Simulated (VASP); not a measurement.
Bi:

```
CELL_PARAMETERS angstrom
3.48860 -3.13258 0.00000
3.48860 3.13258 0.00000
-1.26023 0.00000 3.11355
ATOMIC_POSITIONS crystal
Bi 0.75306 0.75306 0.85738
Bi 0.24694 0.24694 0.14262
```

| Quantity | Value |
| --- | --- |
| Program | VASP 6.6.1 |
| Task | relaxation of cell and atoms |
| Functional | PBEsol |
| Potentials or basis | VASP PAW PBE potentials, release 64 (Bi_d) |
| Cutoff | 600 eV |
| k mesh | 6 × 6 × 9 |
| Occupations | fermi-dirac, width 0.05 eV |
| Spin | no spin polarisation |

At the start: pressure -2.5 GPa; volume 34.03 Å³/atom.

Problem. Where does the relaxation end?

Solution. Over 49 steps the energy falls by 16.5 meV/atom and the volume is 32.34 Å³/atom (-5.0 %); space group C2/m (No. 12, to 0.1 Å) before and after.

Step by step:
| step | energy change (eV) | largest force (eV/Å) | pressure (GPa) | volume (Å³) |
| --- | --- | --- | --- | --- |
| 1 | 0.0000 | 0.0571 | -2.51 | 68.05 |
| 3 | -0.0288 | 0.0298 | 0.25 | 64.72 |
| 5 | -0.0287 | 0.0303 | -0.10 | 64.82 |
| 7 | -0.0296 | 0.0325 | -0.09 | 64.86 |
| 9 | -0.0298 | 0.0285 | -0.05 | 64.71 |
| 11 | -0.0298 | 0.0380 | 0.19 | 64.53 |
| 13 | -0.0301 | 0.0240 | 0.18 | 64.52 |
| 15 | -0.0304 | 0.0158 | 0.14 | 64.62 |
| 17 | -0.0305 | 0.0266 | -0.22 | 64.81 |
| 19 | -0.0305 | 0.0224 | -0.02 | 64.71 |
| 21 | -0.0305 | 0.0189 | -0.02 | 64.71 |
| 23 | -0.0307 | 0.0275 | 0.06 | 64.63 |
| 25 | -0.0307 | 0.0282 | 0.06 | 64.65 |
| 27 | -0.0312 | 0.0287 | 0.00 | 64.72 |
| 29 | -0.0321 | 0.0181 | -0.27 | 65.01 |
| 31 | -0.0321 | 0.0204 | -0.21 | 64.97 |
| 33 | -0.0325 | 0.0167 | -0.15 | 64.89 |
| 35 | -0.0326 | 0.0202 | -0.09 | 64.80 |
| 37 | -0.0326 | 0.0218 | -0.09 | 64.79 |
| 39 | -0.0327 | 0.0189 | -0.08 | 64.76 |
| 41 | -0.0328 | 0.0136 | 0.10 | 64.54 |
| 43 | -0.0329 | 0.0153 | 0.04 | 64.61 |
| 45 | -0.0329 | 0.0111 | 0.04 | 64.67 |
| 47 | -0.0329 | 0.0108 | -0.05 | 64.69 |
| 49 | -0.0329 | 0.0081 | -0.02 | 64.68 |

Final structure:
```
Bi
1.0
     3.47279   -3.02621   -0.02605
     3.47279    3.02621   -0.02605
    -1.27823    0.00000    3.08676
Bi
2
Direct
  0.75338 0.75338 0.83902
  0.24662 0.24662 0.16098
```

Caveat: the PAW data sets were made with another functional, which shifts forces and pressure a little.
